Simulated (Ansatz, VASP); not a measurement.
Two plane-wave programs on Ca

```
Ca
1.0
     3.77393    0.00000    0.00000
    -1.88696    3.26831    0.00000
     0.00000    0.00000   12.39636
Ca
4
Direct
  0.00000 0.00000 0.00000
  0.00000 0.00000 0.50000
  0.33333 0.66667 0.25000
  0.66667 0.33333 0.75000
```

Alike in both runs: functional LDA; k mesh 9 × 9 × 3; occupations fermi-dirac, width 0.1 eV; no spin polarisation.

Ansatz relaxed the structure, and its values are those at the end. VASP's run is a single point on that final structure, the one shown.

|  | VASP | Ansatz |
| --- | --- | --- |
| version | VASP 6.6.1 | Ansatz 0.2.0 |
| potentials or method | VASP PAW LDA potentials, release 64 (Ca_sv), cutoff 520 eV | plane waves (420 eV) with PAW, scalar-relativistic |
| valence electrons in the cell | 40 | 40 |

```tsv
	VASP	Ansatz	Ansatz less VASP
pressure (GPa)	0.0	0.0	-0.01
```

Ansatz warns that its potentials were made for another functional, while VASP's fit it. LDA's correlation is that of Perdew and Zunger in VASP and of Perdew and Wang (1992) in Ansatz.
